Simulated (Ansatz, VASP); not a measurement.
**BN: VASP beside Ansatz**

```xyz
4
Lattice="2.3900 0.0000 0.0000 -1.1950 2.1335 -0.0391 0.0000 -0.1202 6.5622" Properties=species:S:1:pos:R:3 pbc="T T T"
B     0.0262    1.4288    1.6726
B     1.2212    0.5844    4.8504
N    -0.0262    1.3412    4.9188
N     1.1688    0.6720    1.6043
```

Alike in both runs: task single point; functional PBE; k mesh 12 × 12 × 4; occupations gaussian, width 0.02 eV; no spin polarisation.

```csv
,VASP,Ansatz
version,VASP 6.6.1,Ansatz 0.2.0
potentials or method,"VASP PAW PBE potentials, release 64 (B, N), cutoff 520 eV","scalar-relativistic, plane waves, PAW"
valence electrons in the cell,16,16
```

|  | VASP | Ansatz | Ansatz less VASP |
| --- | --- | --- | --- |
| gap on the k mesh at the Fermi level (eV) | 3.84 | 3.85 | +0.010 |
| least direct gap on the mesh (eV) | 4.43 | 4.44 | +0.009 |
| pressure (GPa) | 30.8 | 30.7 | -0.06 |
| traceless stress, the component that is largest in VASP (GPa) | -28.08 | -27.86 | +0.220 |
| rms of the force components (eV/Å) | 1.788 | 1.795 | +0.0067 |

Atom by atom the forces differ by 0.009 eV/Å (rms over components). Both programs put the cell under a high pressure, so it lies far from rest at this level. With one functional, cell and mesh, what is left measures potentials, basis and numerics.
